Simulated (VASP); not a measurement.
A run of VASP 6.6.1:

INCAR

```
SYSTEM = TaN
  PREC = Accurate
  ENCUT = 600
  EDIFF = 1E-6
  ISMEAR = -1
  SIGMA = 0.05
  LREAL = .False.
  LASPH = .True.
  NELM = 120
  ALGO = Normal
  ISIF = 2
  LWAVE = .False.
  LCHARG = .False.
  GGA = B5
  ALDAX = 1.0
  AGGAX = 1.0
  AGGAC = 1.0
  ALDAC = 0.0
  IVDW = 12
  NBANDS = 15
  VDW_S6 = 1.0
  VDW_S8 = 2.6996
  VDW_A1 = 0.4298
  VDW_A2 = 4.2359
  GGA_COMPAT = .False.
```

File KPOINTS:

```
Automatic mesh
0
Gamma
  10 10 10
  0 0 0
```

The input POSCAR:

```
TaN
1.0
    0.0000000000      2.1661812927      2.1661812927
    2.1661812927      0.0000000000      2.1661812927
    2.1661812927      2.1661812927      0.0000000000
Ta N
1 1
Direct
    0.5000000000      0.5000000000      0.5000000000
    0.0000000000      0.0000000000      0.0000000000
```

Potentials or basis: VASP PAW PBE potentials, release 64 (Ta_pv, N).

Launch:

```console
$ cat potpaw_PBE.64/Ta_pv/POTCAR potpaw_PBE.64/N/POTCAR > POTCAR
$ mpirun -np 1 vasp_std > vasp.out
```

Hardware: 1 thread of AMD EPYC 9R45 96-Core Processor (Zen 5), on a shared host.

**Question.** How long does it take, and how much memory?

**Answer.** It took 16 s on 1 thread of AMD EPYC 9R45 96-Core Processor (Zen 5) (shared host), peak memory 0.13 GiB. Counts: scf iterations 13, k points 47.
